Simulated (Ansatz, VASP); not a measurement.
Two plane-wave programs on Al

```
Al
1.0
     2.58367    0.00000    0.00000
     0.00000    2.58367    0.00000
     0.00000    0.00000    2.58367
Al
1
Direct
  0.00000 0.00000 0.00000
```

Alike in both runs: task relaxation of cell and atoms; functional PBEsol; k mesh 6 × 6 × 6; occupations gaussian, width 0.1 eV; no spin polarisation.

|  | VASP | Ansatz |
| --- | --- | --- |
| version | VASP 6.6.1 | Ansatz 0.2.0 |
| potentials or method | VASP PAW PBE potentials, release 64 (Al), cutoff 500 eV | scalar-relativistic, plane waves, PAW |
| valence electrons in the cell | 3 | 3 |

VASP gave:

| Property | Result |
| --- | --- |
| gap on the k mesh at the Fermi level, each at its own relaxed structure (eV) | none |
| relaxed volume (Å³/atom) | 19.77 |
| relaxed cell length with the largest relative difference (Å) | 2.704 |

Question: Which values does Ansatz return?

Answer: gap on the k mesh at the Fermi level, each at its own relaxed structure (eV): none; relaxed volume (Å³/atom): 19.79; relaxed cell length with the largest relative difference (Å): 2.705.

VASP's potentials were made for PBE, not for PBEsol. A gap of «none» marks a metal or a gap that the smearing closes.

The k mesh is coarse, so the values compare programs but aren't converged.
